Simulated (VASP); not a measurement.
# TiC (rocksalt type): single point with PBE

The system is TiC (rocksalt type).

```xyz
2
Lattice="0.0000 2.1663 2.1663 2.1663 0.0000 2.1663 2.1663 2.1663 0.0000" Properties=species:S:1:pos:R:3 pbc="T T T"
Ti    0.0000    0.0000    0.0000
C     2.1663    2.1663    2.1663
```

```yaml
Program: VASP 6.6.1
Task: single point
Functional: PBE
Potentials_or_basis: VASP PAW PBE potentials, release 64 (Ti_sv, C)
Cutoff: 520 eV
k_mesh: 15 × 15 × 15
Occupations: fermi-dirac, width 0.05 eV
Spin: no spin polarisation
Dipole_correction: no
Further_INCAR_settings: ALGO = Normal; EDIFF = 1e-06; NBANDS = 15
```

The pressure is 0.2 GPa. The band gap on the k mesh is zero (band 8 reaches 10.10 eV, above the bottom of band 9 at 8.99 eV).

Levels at points of the mesh, in eV from the Fermi level:
```
           k point  band 4  band 5  band 6  band 7  band 8  band 9  band 10  band 11  band 12  band 13
(0.00, 0.00, 0.00)  -32.61  -12.38    0.70    0.70    0.70    1.69     1.69     1.69     1.72     1.72
```

It took 58 s on 1 thread of AMD EPYC 7R43 64-Core Processor (Zen 3) (shared host), peak memory 0.13 GiB.
